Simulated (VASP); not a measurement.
Set up this calculation in VASP 6.6.1, as the native input.

```
Task                   : single point
Functional             : PBE
Potentials or basis    : VASP PAW PBE potentials, release 64 (Ho_3, Pd), 4f in core
Cutoff                 : 500 eV
k mesh                 : 4 × 4 × 4
Occupations            : gaussian, width 0.1 eV
Spin                   : no spin polarisation
Dipole correction      : no
Mended                 : yes
Further INCAR settings : ALGO = Normal; EDIFF = 1e-06; NBANDS = 31
```

The structure of Ho4Pd lies in POSCAR:

```
Ho4Pd
1.0
   -3.3557175240      3.3557175240      3.3557175240
    3.3557175240     -3.3557175240      3.3557175240
    3.3557175240      3.3557175240     -3.3557175240
Ho Pd
4 1
Direct
    0.0000000000      0.0000000000      0.5000000000
    0.5000000000      0.0000000000      0.0000000000
    0.0000000000      0.5000000000      0.0000000000
    0.5000000000      0.5000000000      0.5000000000
    0.0000000000      0.0000000000      0.0000000000
```

The cell was built from a structure type or drawn by symmetry, and may not be a known phase.

These files were run (other wordings do the same):

INCAR

```
ALGO     = Normal         # electronic algorithm
EDIFF    = 1E-6           # SCF threshold, eV
ENCUT    = 500            # plane-wave cutoff, eV
GGA      = PE             # functional
GGA_COMPAT= False        
ISIF     = 2              # what is computed and relaxed
ISMEAR   = 0              # smearing method
LASPH    = True           # aspherical terms in the spheres
LCHARG   = False          # write CHGCAR
LMAXMIX  = 6              # l up to which the mixer works
LREAL    = False          # projectors in reciprocal space
LWAVE    = False          # write WAVECAR
NBANDS   = 31             # bands
NELM     = 200            # most SCF steps
PREC     = Accurate       # precision mode
SIGMA    = 0.1            # smearing width, eV
```

KPOINTS

```
k-points
0
Gamma
  4 4 4
```

Potentials or basis: VASP PAW PBE potentials, release 64 (Ho_3, Pd), 4f in core.

Command:

```sh
$ cat potpaw_PBE.64/Ho_3/POTCAR potpaw_PBE.64/Pd/POTCAR > POTCAR
$ mpirun -np 1 vasp_std > vasp.out
```

Results of the run:

- Pressure: 0.6 GPa
- Band gap on the k mesh: zero (bands 23 and 24 overlap by 1.29 eV)

Caveat: spin-orbit coupling is left out, which moves the levels of the heavy elements; the 4f electrons are frozen in the core, so they carry no moment and show no levels.

Wall time 30 s on 1 thread of AMD EPYC 9R45 96-Core Processor (Zen 5), with other jobs on the host, peak memory 0.23 GiB.
